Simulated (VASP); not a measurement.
Wanted: the native input for a VASP 6.6.1 run.

| Property | Result |
| --- | --- |
| Task | single point |
| Functional | revPBE |
| Potentials or basis | VASP PAW PBE potentials, release 64 (Mn_pv) |
| Cutoff | 520 eV |
| k mesh | 12 × 12 × 12 |
| Occupations | fermi-dirac, width 0.05 eV |
| Spin | collinear spin, antiferromagnetic start |
| Starting moments | [2.48, -2.48] μB |
| Dipole correction | no |
| Further INCAR settings | ALGO = Normal; EDIFF = 1e-06; NBANDS = 24 |

The structure of Mn lies in POSCAR:

```
Mn
1.0
    0.0000000000      2.5922393399      2.5922393399
    2.5922393399      0.0000000000      2.5922393399
    2.5922393399      2.5922393399      0.0000000000
Mn
2
Direct
    0.1250000000      0.1250000000      0.1250000000
    0.8750000000      0.8750000000      0.8750000000
```

This cell differs from its parent crystal: volume scaled by 0.96.

The input as run:

INCAR

```
SYSTEM = Mn
PREC = Accurate ; ENCUT = 520
EDIFF = 1E-6 ; ISMEAR = -1
SIGMA = 0.05 ; LREAL = .FALSE.
LASPH = .TRUE. ; NELM = 150
ALGO = Normal ; ISIF = 2
LWAVE = .FALSE. ; LCHARG = .FALSE.
ISPIN = 2 ; MAGMOM = 2.48 -2.48
LORBIT = 11 ; LMAXMIX = 4
GGA = RE ; NBANDS = 24
```

KPOINTS

```
Automatic mesh
0
G
  12 12 12
  0 0 0
```

Potentials or basis: VASP PAW PBE potentials, release 64 (Mn_pv).

Command:

```console
$ cat potpaw_PBE.64/Mn_pv/POTCAR > POTCAR
$ mpirun -np 1 vasp_std > vasp.out
```

Results of the run:

The pressure is 2.1 GPa and the band gap on the k mesh is zero (filled and empty bands overlap). The net moment is 0.00 μB per cell and the site moments are Mn +2.48, -2.48 μB. The valence electrons inside the program's atomic spheres are Mn 11.82.

Caveat: the PAW data sets were made with another functional, which shifts forces and pressure a little.

It took 81 s on 1 thread of Intel(R) Xeon(R) Platinum 8488C (Sapphire Rapids) (shared host), peak memory 0.22 GiB.
